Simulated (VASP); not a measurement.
CsI: single point with LDA

Crystal: CsI.

```
Cs I
1.0
     4.40219    0.00000    0.00000
     0.00000    4.40219    0.00000
     0.00000    0.00000    4.40219
Cs I
1 1
Direct
  0.00000 0.00000 0.00000
  0.50000 0.50000 0.50000
```

```json
{
  "Program": "VASP 6.6.1",
  "Task": "single point",
  "Functional": "LDA",
  "Potentials or basis": "VASP PAW LDA potentials, release 64 (Cs_sv, I)",
  "Cutoff": "500 eV",
  "k mesh": "6 × 6 × 6",
  "Occupations": "fermi-dirac, width 0.02 eV",
  "Spin": "no spin polarisation",
  "Dipole correction": "no",
  "Further INCAR settings": "ALGO = Normal; EDIFF = 1e-06; NBANDS = 15"
}
```

The pressure is 0.1 GPa and the band gap on the k mesh is 3.77 eV (least direct gap 3.83 eV).

Levels at points of the mesh, in eV from the valence-band top:
```csv
k point,band 6,band 7,band 8,band 9,band 10,band 11
"(0.00, 0.00, 0.00)",-0.06,-0.06,-0.06,3.77,3.77,3.94
"(0.50, 0.00, 0.00)",-1.91,-0.33,-0.33,4.90,6.58,6.75
"(0.50, 0.50, 0.00)",-0.94,-0.94,0.00,3.96,4.77,5.98
"(0.50, 0.50, 0.50)",-1.65,-1.65,-1.65,7.36,7.36,7.36
```

Wall time 7.3 s on 1 thread of Intel(R) Xeon(R) Platinum 8488C (Sapphire Rapids) (shared host), peak memory 0.16 GiB.

Caveat: spin-orbit coupling is left out, which moves the levels of the heavy elements. A k mesh can miss the band edges.
